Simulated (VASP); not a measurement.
Input of a VASP 6.6.1 run:

The input INCAR:

```
PREC = Accurate
ENCUT = 520
EDIFF = 1E-7
ISMEAR = -1
SIGMA = 0.05
LREAL = False
LASPH = True
NELM = 80
ALGO = Normal
ISIF = 2
LWAVE = False
LCHARG = False
NBANDS = 16
```

KPOINTS

```
regular mesh
0
Gamma
  10 10 10
```

POSCAR

```
GaN
1.0
    0.0000000000      2.2535006075      2.2535006075
    2.2535006075      0.0000000000      2.2535006075
    2.2535006075      2.2535006075      0.0000000000
Ga N
1 1
Direct
    0.0000000000      0.0000000000      0.0000000000
    0.2500000000      0.2500000000      0.2500000000
```

Potentials or basis: VASP PAW LDA potentials, release 64 (Ga_d, N).

Run with:

```sh
$ cat potpaw_LDA.64/Ga_d/POTCAR potpaw_LDA.64/N/POTCAR > POTCAR
$ mpirun -np 1 vasp_std > vasp.out
```

Problem. What does it give for the pressure?

Solution. -5.5 GPa.

Problem. What does it give for the band gap on the k mesh?

Solution. 1.75 eV, direct.

Expect the measured gap to be larger: semilocal functionals such as LDA lack the derivative discontinuity.
